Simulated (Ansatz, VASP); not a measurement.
# W: VASP beside Ansatz

INCAR

```
ALGO = Fast
EDIFF = 1E-6
ENCUT = 520
GGA = PE
ISIF = 2
ISMEAR = 0
LASPH = True
LCHARG = False
LREAL = False
LWAVE = False
NBANDS = 13
NELM = 80
PREC = Accurate
SIGMA = 0.15
```

The input KPOINTS:

```
k-points
0
Gamma
  26 26 26
```

The input POSCAR:

```
W
1.0
   -1.5440259427      1.5440259427      1.6395327021
    1.5440259427     -1.5440259427      1.6395327021
    1.5440259427      1.5440259427     -1.6395327021
W
1
Direct
    0.0000000000      0.0000000000      0.0000000000
```

Input for Ansatz:

```yaml
crystal:
  lattice:
    - [-1.5440259427, 1.5440259427, 1.6395327021]
    - [1.5440259427, -1.5440259427, 1.6395327021]
    - [1.5440259427, 1.5440259427, -1.6395327021]
  atoms:
    - { symbol: W, position: [0.0, 0.0, 0.0] }
basis:
  ecutwfc: 420
kpoints:
  mp_grid: { grid: [26, 26, 26] }
hamiltonian:
  xc: pbe
scf:
  occupations: { method: gaussian, width: 0.15 }
output:
  forces: true
  stress: true
  eigenvalues: true
```

Change from the starting cell: strain -0.030 along x and y, +0.030 along z, atoms carried along.

Alike in both runs: task single point; functional PBE; k mesh 26 × 26 × 26; occupations gaussian, width 0.15 eV; no spin polarisation.

|  | VASP | Ansatz |
| --- | --- | --- |
| version | VASP 6.6.1 | Ansatz 0.2.0 |
| potentials or method | VASP PAW PBE potentials, release 64 (W_sv), cutoff 520 eV | scalar-relativistic, plane waves, PAW |
| valence electrons in the cell | 14 | 14 |

|  | VASP | Ansatz | Ansatz less VASP |
| --- | --- | --- | --- |
| gap on the k mesh at the Fermi level (eV) | none | none | - |
| pressure (GPa) | 11.4 | 10.8 | -0.65 |
| traceless stress, the component that is largest in VASP (GPa) | -12.50 | -12.51 | -0.014 |

A gap of «none» marks a metal or a gap that the smearing closes. The functional is the same, so the differences come from potentials, cutoffs and numerics.

Neither program's run includes spin-orbit coupling.
